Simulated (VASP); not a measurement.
# RuW2 (P4/nmm) in VASP: a series of runs

Runs on RuW2. Level: PBE. Tasks: single point.

All numbers are computed with VASP 6.6.1; they aren't measurements. Logs are shortened: lines on timing, memory, paths and dates and some standing lists are left out, and cuts for length are marked.

## 1. The cell of the first run

Symmetry: P4/nmm, No. 129, tetragonal system. Conventional cell: a = 3.164 Å, b = 3.164 Å, c = 9.102 Å, α = 90.00°, β = 90.00°, γ = 90.00°. Within 3.4 Å of Ru (site symmetry 4mm) lie 6 W at 2.56 to 3.02 Å and 8 Ru at 2.86 to 3.16 Å. W (site symmetry 4mm) has 13 W at 2.70 to 3.17 Å and 1 Ru at 2.90 Å within 3.6 Å. W (site symmetry 4mm) has 5 Ru at 2.56 to 3.02 Å and 9 W at 2.78 to 3.17 Å within 3.4 Å.

## 2. Single point, PBE (15.19 Å³/atom)

Input file INCAR:

```
SYSTEM = RuW2
  PREC = Accurate
  ENCUT = 520
  EDIFF = 1E-6
  ISMEAR = 0
  SIGMA = 0.1
  LREAL = .FALSE.
  LASPH = .TRUE.
  NELM = 80
  ALGO = Fast
  ISIF = 2
  LWAVE = .FALSE.
  LCHARG = .FALSE.
  GGA = PE
  NBANDS = 51
```

Input file KPOINTS:

```
Automatic mesh
0
G
  10 10 4
  0 0 0
```

Input file POSCAR:

```
RuW2
1.0
    3.1640608433      0.0000000000      0.0000000000
    0.0000000000      3.1640608433      0.0000000000
    0.0000000000      0.0000000000      9.1021185172
Ru W
2 4
Direct
    0.0000000000      0.5000000000      0.9023653845
    0.5000000000      0.0000000000      0.0976346155
    0.0000000000      0.5000000000      0.5833016709
    0.5000000000      0.0000000000      0.4166983291
    0.5000000000      0.0000000000      0.7653921836
    0.0000000000      0.5000000000      0.2346078164
```

Potentials or basis: VASP PAW PBE potentials, release 64 (Ru_pv, W_sv).

The run is started by

```bash
$ cat potpaw_PBE.64/Ru_pv/POTCAR potpaw_PBE.64/W_sv/POTCAR > POTCAR
$ mpirun -np 1 vasp_std > vasp.out
```

OUTCAR:

```text
SYSTEM = RuW2
   PREC = Accurate
   ENCUT = 520
   EDIFF = 1E-6
   ISMEAR = 0
   LREAL = .FALSE.
   LASPH = .TRUE.
   NELM = 80
   ISIF = 2
   GGA = PE

 ion  position               nearest neighbor table
   1  0.000  0.500  0.902-   5 2.56   5 2.56   5 2.56   5 2.56   2 2.86   2 2.86   2 2.86   2 2.86
                             3 2.90   6 3.02
   2  0.500  0.000  0.098-   6 2.56   6 2.56   6 2.56   6 2.56   1 2.86   1 2.86   1 2.86   1 2.86
                             4 2.90   5 3.02
   3  0.000  0.500  0.583-   4 2.70   4 2.70   4 2.70   4 2.70   5 2.78   5 2.78   5 2.78   5 2.78
                             1 2.90   6 3.17
   4  0.500  0.000  0.417-   3 2.70   3 2.70   3 2.70   3 2.70   6 2.78   6 2.78   6 2.78   6 2.78
                             2 2.90   5 3.17
   5  0.500  0.000  0.765-   1 2.56   1 2.56   1 2.56   1 2.56   3 2.78   3 2.78   3 2.78   3 2.78
                             2 3.02   4 3.17
   6  0.000  0.500  0.235-   2 2.56   2 2.56   2 2.56   2 2.56   4 2.78   4 2.78   4 2.78   4 2.78
                             1 3.02   3 3.17

  LATTYP: Found a simple tetragonal cell.
 ALAT       =     3.1640608433
 C/A-ratio  =     2.8767204450

  Lattice vectors:

 A1 = (   3.1640608433,   0.0000000000,   0.0000000000)
 A2 = (   0.0000000000,   3.1640608433,   0.0000000000)
 A3 = (   0.0000000000,   0.0000000000,   9.1021185172)

Analysis of symmetry for initial positions (statically):
=====================================================================
 Subroutine PRICEL returns:
 Original cell was already a primitive cell.

 Routine SETGRP: Setting up the symmetry group for a
 simple tetragonal supercell.

 Subroutine GETGRP returns: Found 16 space group operations
 (whereof  8 operations were pure point group operations)
 out of a pool of 16 trial point group operations.

The static configuration has the point symmetry D_2d.
 The point group associated with its full space group is D_4h.

Analysis of symmetry for dynamics (positions and initial velocities):
=====================================================================
 Subroutine PRICEL returns:
 Original cell was already a primitive cell.

 Routine SETGRP: Setting up the symmetry group for a
 simple tetragonal supercell.

 Subroutine GETGRP returns: Found 16 space group operations
 (whereof  8 operations were pure point group operations)
 out of a pool of 16 trial point group operations.

The dynamic configuration has the point symmetry D_2d.
 The point group associated with its full space group is D_4h.

 Subroutine INISYM returns: Found 16 space group operations
 (whereof  8 operations are pure point group operations),
 and found     1 'primitive' translations

----------------------------------------------------------------------------------------

                                     Primitive cell

  volume of cell :      91.1239

  direct lattice vectors                    reciprocal lattice vectors
     3.164060843  0.000000000  0.000000000     0.316049548  0.000000000  0.000000000
     0.000000000  3.164060843  0.000000000     0.000000000  0.316049548  0.000000000
     0.000000000  0.000000000  9.102118517     0.000000000  0.000000000  0.109864533

  length of vectors
     3.164060843  3.164060843  9.102118517     0.316049548  0.316049548  0.109864533

  position of ions in fractional coordinates (direct lattice)
     0.000000000  0.500000000  0.902365385
     0.500000000  0.000000000  0.097634615
     0.000000000  0.500000000  0.583301671
     0.500000000  0.000000000  0.416698329
     0.500000000  0.000000000  0.765392184
     0.000000000  0.500000000  0.234607816

  ion indices of the primitive-cell ions
   primitive index   ion index
                 1           1
                 2           2
                 3           3
                 4           4
                 5           5
                 6           6

----------------------------------------------------------------------------------------

 KPOINTS: Automatic mesh

Automatic generation of k-mesh.
 Grid dimensions read from file:
 generate k-points for:   10   10    4

 Generating k-lattice:

  Cartesian coordinates                     Fractional coordinates (reciprocal lattice)
     0.031604955  0.000000000  0.000000000     0.100000000  0.000000000  0.000000000
     0.000000000  0.031604955  0.000000000     0.000000000  0.100000000  0.000000000
     0.000000000  0.000000000  0.027466133     0.000000000  0.000000000  0.250000000

  Length of vectors
     0.031604955  0.031604955  0.027466133

  Shift w.r.t. Gamma in fractional coordinates (k-lattice)
     0.000000000  0.000000000  0.000000000

 Subroutine IBZKPT returns following result:
 ===========================================

 Found     63 irreducible k-points:

 Following reciprocal coordinates:
            Coordinates               Weight
  0.000000  0.000000  0.000000      1.000000
  0.100000  0.000000  0.000000      4.000000
  0.200000  0.000000  0.000000      4.000000
  0.300000  0.000000  0.000000      4.000000
  0.400000  0.000000  0.000000      4.000000
  0.500000  0.000000  0.000000      2.000000
[... 16 lines left out ...]
  0.100000  0.000000  0.250000      8.000000
  0.200000  0.000000  0.250000      8.000000
 [... further k-points ...]
   k-points           NKPTS =     63   k-points in BZ     NKDIM =     63   number of bands    NBANDS=     51
   number of dos      NEDOS =    301   number of ions     NIONS =      6
   total plane-waves  NPLWV =  40320
   dimension x,y,z NGX =    24 NGY =   24 NGZ =   70
   dimension x,y,z NGXF=    48 NGYF=   48 NGZF=  140
   ions per type =               2   4
   NGX,Y,Z   is equivalent  to a cutoff of  12.61, 12.61, 12.79 a.u.
   NGXF,Y,Z  is equivalent  to a cutoff of  25.22, 25.22, 25.57 a.u.
 SYSTEM =  RuW2
   PREC   = accura    normal or accurate (medium, high low for compatibility)
   ISTART =      0    job   : 0-new  1-cont  2-samecut
   ICHARG =      2    charge: 1-file 2-atom 10-const
   ISPIN  =      1    spin polarized calculation?
   LNONCOLLINEAR =      F non collinear calculations
   LSORBIT =      F    spin-orbit coupling
   LASPH  =      T    aspherical Exc in radial PAW
   ENCUT  =  520.0 eV  38.22 Ry    6.18 a.u.   5.88  5.88 16.92*2*pi/ulx,y,z
   NELM   =     80;   NELMIN=  2; NELMDL= -5     # of ELM steps
   EDIFF  = 0.1E-05   stopping-criterion for ELM
   LREAL  =      F    real-space projection
   EDIFFG = 0.1E-04   stopping-criterion for IOM
   NSW    =      0    number of steps for IOM
   IBRION =     -1    ionic relax: 0-MD 1-quasi-New 2-CG
   NFREE  =      0    steps in history (QN), initial steepest desc. (CG)
   ISIF   =      2    stress and relaxation
   ISYM   =      2    0-nonsym 1-usesym 2-fastsym
   POTIM  = 0.5000    time-step for ionic-motion
   TEBEG  =    0.0;   TEEND  =   0.0 temperature during run
   PSTRESS=    0.0 pullay stress
   NELECT =      84.0000    total number of electrons
   NUPDOWN=      -1.0000    fix difference up-down
   EMIN   =  10.00;   EMAX   =-10.00  energy-range for DOS
   EFERMI =   0.00;   METHOD = LEGACY
   ISMEAR =     0;   SIGMA  =   0.10  broadening in eV -4-tet -1-fermi 0-gaus
   EFERMI_NEDOS =   21; number of points for ismear=-14 and -15
   IALGO  =     68    algorithm
   IMIX   =      4    mixing-type and parameters
     AMIX     =   0.40;   BMIX     =  1.00
     AMIX_MAG =   1.60;   BMIX_MAG =  1.00
  volume/ion in A,a.u.               =      15.19       102.49
  Fermi-wavevector in a.u.,A,eV,Ry     =   1.593274  3.010852 34.538702  2.538523
  Thomas-Fermi vector in A             =   2.691530
   LORBIT       =      0    0 simple, 1 ext, 2 COOP (PROOUT), +10 PAW based schemes
   GGA     = PE    functional components
   LHFCALC =     F    Hartree Fock is set to
   AEXX    =    0.0000 exact exchange contribution
   IVDW    =     0    specifies the selected vdW correction
   LEPSILON=     F    determine dielectric tensor
   LRPA    =     F    only Hartree local field effects (RPA)
 non-spin polarized calculation
 RMM-DIIS sequential band-by-band and
 Gauss-broadening in eV      SIGMA  =   0.10
  energy-cutoff  :      520.00
  volume of cell :       91.12
 maximum number of plane-waves:      2496
 NGX is ok and might be reduce to    24
   NGX = 11   NGY = 11   NGZ = 33

 number of electron      83.9999990 magnetization

 Free energy of the ion-electron system (eV)
  ---------------------------------------------------
  ext. energy  EPLUGINS =         0.00000000
  ---------------------------------------------------
  free energy    TOTEN  =       -69.48660338 eV

  energy without entropy =      -69.46332587  energy(sigma->0) =      -69.47496463

 E-fermi :  11.7734     XC(G=0): -13.7208

 val. band max:       11.7716790268   @ k =   0.3000   0.1000   0.2500
 cond. band min:      11.7743688675   @ k =   0.3000   0.0000   0.2500
 fundamental gap:      0.0026898407
 Fermi energy:        11.7733617025

 k-point     1 :       0.0000    0.0000    0.0000
  band No.  band energies     occupation
      1     -62.5406      2.00000
      2     -62.5379      2.00000
      3     -62.1936      2.00000
      4     -62.0573      2.00000
      5     -31.0996      2.00000
      6     -31.0996      2.00000
[... 43 lines left out ...]
     50      14.3623      0.00000
     51      14.6876      0.00000

 k-point     2 :       0.1000    0.0000    0.0000
  band No.  band energies     occupation
      1     -62.5391      2.00000
      2     -62.5366      2.00000
      3     -62.1901      2.00000
      4     -62.0603      2.00000
      5     -31.1104      2.00000
      6     -31.0931      2.00000
[... 43 lines left out ...]
     50      14.5153      0.00000
     51      14.8260      0.00000

 k-point     3 :       0.2000    0.0000    0.0000
  band No.  band energies     occupation
      1     -62.5352      2.00000
      2     -62.5334      2.00000
      3     -62.1799      2.00000
      4     -62.0691      2.00000
      5     -31.1373      2.00000
      6     -31.0793      2.00000
[... 1123 lines left out ...]
     50      14.3814      0.00000
     51      14.5038      0.00000

 k-point    24 :       0.2000    0.0000    0.2500
  band No.  band energies     occupation
      1     -62.5352      2.00000
      2     -62.5334      2.00000
      3     -62.1799      2.00000
      4     -62.0691      2.00000
      5     -31.1373      2.00000
      6     -31.0793      2.00000
[... 43 lines left out ...]
     50      13.8171      0.00000
     51      14.1975      0.00000

 [... further k-points ...]

------------------------ aborting loop because EDIFF is reached ----------------------------------------

  FORCE on cell =-STRESS in cart. coord.  units (eV):
  Direction    XX          YY          ZZ          XY          YZ          ZX
  --------------------------------------------------------------------------------------
  -------------------------------------------------------------------------------------
  Total        5.3358062      5.3358062      5.3130934      0.0000000      0.0000000      0.0000000
  in kB       93.8163416     93.8163416     93.4169945      0.0000000      0.0000000      0.0000000
  external PRESSURE =      93.6832259 kB  Pullay stress =       0.0000000 kB

 VOLUME and BASIS-vectors are now :
 -----------------------------------------------------------------------------
  energy-cutoff  :      520.00
  volume of cell :       91.12
      direct lattice vectors                 reciprocal lattice vectors
     3.164060843  0.000000000  0.000000000     0.316049548  0.000000000  0.000000000
     0.000000000  3.164060843  0.000000000     0.000000000  0.316049548  0.000000000
     0.000000000  0.000000000  9.102118517     0.000000000  0.000000000  0.109864533

 POSITION                                       TOTAL-FORCE (eV/Angst)
 -----------------------------------------------------------------------------------
      0.00000      1.58203      8.21344        -0.000000      0.000000      0.062087
      1.58203      0.00000      0.88868         0.000000     -0.000000     -0.062087
      0.00000      1.58203      5.30928        -0.000000     -0.000000      0.006045
      1.58203      0.00000      3.79284         0.000000     -0.000000     -0.006045
      1.58203      0.00000      6.96669         0.000000     -0.000000     -0.021862
      0.00000      1.58203      2.13543        -0.000000     -0.000000      0.021862
 -----------------------------------------------------------------------------------
    total drift:                                0.000000      0.000000      0.000000

  FREE ENERGIE OF THE ION-ELECTRON SYSTEM (eV)
  ---------------------------------------------------
  free  energy   TOTEN  =       -69.4866033835 eV

  energy  without entropy=      -69.4633258707  energy(sigma->0) =      -69.47496463
```

Run time: 2.3 min. Hardware: 1 thread of Intel Xeon 6975P-C (Granite Rapids), shared host; peak memory 0.34 GiB.

What came out:

| Item | Value |
| --- | --- |
| Free energy | -69.4866 eV |
| Pressure | 9.4 GPa |
| Largest force | 0.062 eV/Å |
| Band gap on the k mesh | zero (bands 42 and 43 overlap by 0.90 eV) |

Forces in eV/Å, atoms in the order of the input:
```
Ru   0.000  0.000  0.062
Ru   0.000  0.000 -0.062
W    0.000  0.000  0.006
W    0.000  0.000 -0.006
W    0.000  0.000 -0.022
W    0.000  0.000  0.022
```

Levels at points of the mesh, in eV from the Fermi level:
```csv
k point,band 40,band 41,band 42,band 43,band 44,band 45
"(0.00, 0.00, 0.00)",-1.13,-0.38,-0.38,-0.32,-0.28,-0.25
"(0.50, 0.00, 0.00)",-1.12,-0.19,-0.19,0.52,0.52,1.03
"(0.50, 0.50, 0.00)",-0.27,0.04,0.04,0.67,0.67,2.02
"(0.00, 0.00, 0.50)",-1.14,-0.88,-0.88,-0.24,-0.13,0.70
"(0.50, 0.00, 0.50)",-0.43,0.58,0.58,0.99,0.99,1.20
"(0.50, 0.50, 0.50)",-0.36,-0.26,-0.26,0.04,0.04,1.92
```

Caveat: the cell stands under pressure; spin-orbit coupling is left out, which moves the levels of the heavy elements.

## 3. Single point, PBE

This run uses another cell than the first one, of 15.66 Å³/atom.

Input file INCAR:

```
SYSTEM = RuW2
  PREC = Accurate
  ENCUT = 520
  EDIFF = 1E-7
  ISMEAR = 0
  SIGMA = 0.1
  LREAL = .FALSE.
  LASPH = .TRUE.
  NELM = 60
  ALGO = Fast
  ISIF = 2
  LWAVE = .FALSE.
  LCHARG = .TRUE.
  GGA = PE
  LELF = .TRUE.
  LVHAR = .TRUE.
  NBANDS = 51
```

Input file KPOINTS:

```
regular mesh
0
G
  10 10 4
  0 0 0
```

Input file POSCAR:

```
RuW2
1.0
    3.1876177379      0.0000000000      0.0000000000
    0.0000000000      3.1876177379      0.0000000000
    0.0000000000      0.0000000000      9.2447098591
Ru W
2 4
Direct
    0.0000000000      0.5000000000      0.8998238848
    0.5000000000      0.0000000000      0.1001761152
    0.0000000000      0.5000000000      0.5827339715
    0.5000000000      0.0000000000      0.4172660285
    0.5000000000      0.0000000000      0.7643636604
    0.0000000000      0.5000000000      0.2356363396
```

Potentials or basis: VASP PAW PBE potentials, release 64 (Ru_pv, W_sv).

The run is started by

```bash
$ cat potpaw_PBE.64/Ru_pv/POTCAR potpaw_PBE.64/W_sv/POTCAR > POTCAR
$ mpirun -np 1 vasp_std > vasp.out
```

Wall time 2.8 min (1 thread of Intel Xeon 6975P-C (Granite Rapids), shared host); peak memory 0.35 GiB.

It converged, with:

```
Free energy            : -69.5700 eV
Pressure               : 0.5 GPa
Largest force          : 0.054 eV/Å
Band gap on the k mesh : zero (bands 42 and 43 overlap by 0.91 eV)
```

Forces in eV/Å, atoms in the order of the input:
```
Ru   0.000  0.000  0.054
Ru   0.000  0.000 -0.054
W    0.000  0.000  0.006
W    0.000  0.000 -0.006
W    0.000  0.000 -0.020
W    0.000  0.000  0.020
```

Levels at points of the mesh, in eV from the Fermi level:
```csv
k point,band 39,band 40,band 41,band 42,band 43,band 44,band 45,band 46
"(0.00, 0.00, 0.00)",-1.11,-1.11,-0.39,-0.39,-0.34,-0.28,-0.18,0.63
"(0.50, 0.00, 0.00)",-1.13,-1.13,-0.16,-0.16,0.51,0.51,1.01,1.01
"(0.50, 0.50, 0.00)",-0.25,-0.25,0.05,0.05,0.65,0.65,1.93,1.93
"(0.00, 0.00, 0.50)",-1.12,-1.12,-0.84,-0.84,-0.32,-0.13,0.65,1.51
"(0.50, 0.00, 0.50)",-0.42,-0.42,0.56,0.56,0.92,0.92,1.13,1.13
"(0.50, 0.50, 0.50)",-0.33,-0.33,-0.24,-0.24,0.05,0.05,1.85,1.85
```

Caveat: spin-orbit coupling is left out, which moves the levels of the heavy elements.

(Part 1 of 2 ends here.)
